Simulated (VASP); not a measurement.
Set up this calculation in VASP 6.6.1, as the native input.

| Property | Result |
| --- | --- |
| Task | single point |
| Functional | PBE |
| Potentials or basis | VASP PAW PBE potentials, release 64 (Sc_sv, Ga_d, N) |
| Cutoff | 520 eV |
| k mesh | 6 × 6 × 4 |
| Occupations | gaussian, width 0.1 eV |
| Spin | no spin polarisation |
| Dipole correction | no |
| Further INCAR settings | ALGO = Normal; EDIFF = 1e-06; NBANDS = 22 |

The structure of ScGaN lies in POSCAR:

```
ScGaN
1.0
    3.8927847500      0.0000000000      0.0000000000
   -1.9463923700      3.3712504800      0.0000000000
    0.0000000000      0.0000000000      3.9871669100
Sc Ga N
1 1 1
Direct
    0.0000000000      0.0000000000      0.0000000000
    0.6666666700      0.3333333300      0.5000000000
    0.3333333300      0.6666666700      0.5000000000
```

The input as run:

INCAR

```
SYSTEM = ScGaN
ALGO = Normal
EDIFF = 1E-6
ENCUT = 520
GGA = PE
ISIF = 2
ISMEAR = 0
LASPH = .True.
LCHARG = .True.
LELF = .True.
LREAL = .False.
LVHAR = .True.
LWAVE = .False.
NBANDS = 22
NELM = 60
PREC = Accurate
SIGMA = 0.1
```

KPOINTS

```
k-points
0
Gamma
  6 6 4
  0 0 0
```

Potentials or basis: VASP PAW PBE potentials, release 64 (Sc_sv, Ga_d, N).

Command:

```sh
$ cat potpaw_PBE.64/Sc_sv/POTCAR potpaw_PBE.64/Ga_d/POTCAR potpaw_PBE.64/N/POTCAR > POTCAR
$ mpirun -np 1 vasp_std > vasp.out
```

It gave:

| Item | Value |
| --- | --- |
| Pressure | -13.8 GPa |

Caveat: the k points lie up to 0.39 Å⁻¹ apart.

Run time: 15 s on 1 thread of AMD EPYC 9R45 96-Core Processor (Zen 5) (shared host), peak memory 0.15 GiB.
